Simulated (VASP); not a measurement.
# Bi: single point with PBEsol+D3(BJ)

The system is Bi.

```
CELL_PARAMETERS angstrom
-1.94918 1.94918 1.94918
1.94918 -1.94918 1.94918
1.94918 1.94918 -1.94918
ATOMIC_POSITIONS crystal
Bi 0.00000 0.00000 0.00000
```

This isn't the form of Bi at room conditions, which is rhombohedral.

```yaml
Program: VASP 6.6.1
Task: single point
Functional: PBEsol
Dispersion: D3(BJ)
Potentials_or_basis: VASP PAW PBE potentials, release 64 (Bi_d)
Cutoff: 520 eV
k_mesh: 18 × 18 × 18
Occupations: gaussian, width 0.15 eV
Spin: no spin polarisation
Dipole_correction: no
Further_INCAR_settings: ALGO = Fast; EDIFF = 1e-07; NBANDS = 14
```

| Quantity | Value |
| --- | --- |
| Pressure | -2.4 GPa |
| Band gap on the k mesh | zero (an odd number of electrons rules out a gap without spin polarisation) |
| Dispersion energy per atom | -0.551 eV |

Levels at points of the mesh, in eV from the Fermi level:
| k point | band 3 | band 4 | band 5 | band 6 | band 7 | band 8 | band 9 | band 10 | band 11 | band 12 |
| --- | --- | --- | --- | --- | --- | --- | --- | --- | --- | --- |
| (0.00, 0.00, 0.00) | -23.01 | -22.86 | -22.86 | -13.90 | 5.46 | 5.46 | 5.46 | 9.74 | 10.47 | 10.47 |
| (0.50, 0.00, 0.00) | -22.86 | -22.86 | -22.76 | -10.57 | -5.40 | 1.65 | 3.57 | 6.12 | 7.68 | 12.67 |
| (0.50, 0.50, 0.50) | -22.78 | -22.78 | -22.78 | -8.23 | -1.94 | -1.94 | -1.94 | 3.45 | 3.45 | 15.50 |

Wall time 58 s on 1 thread of AMD EPYC 9R45 96-Core Processor (Zen 5), on a shared host, peak memory 0.18 GiB.

Caveat: the PAW data sets were made with another functional, which shifts forces and pressure a little; spin-orbit coupling is left out, which moves the levels of the heavy elements.
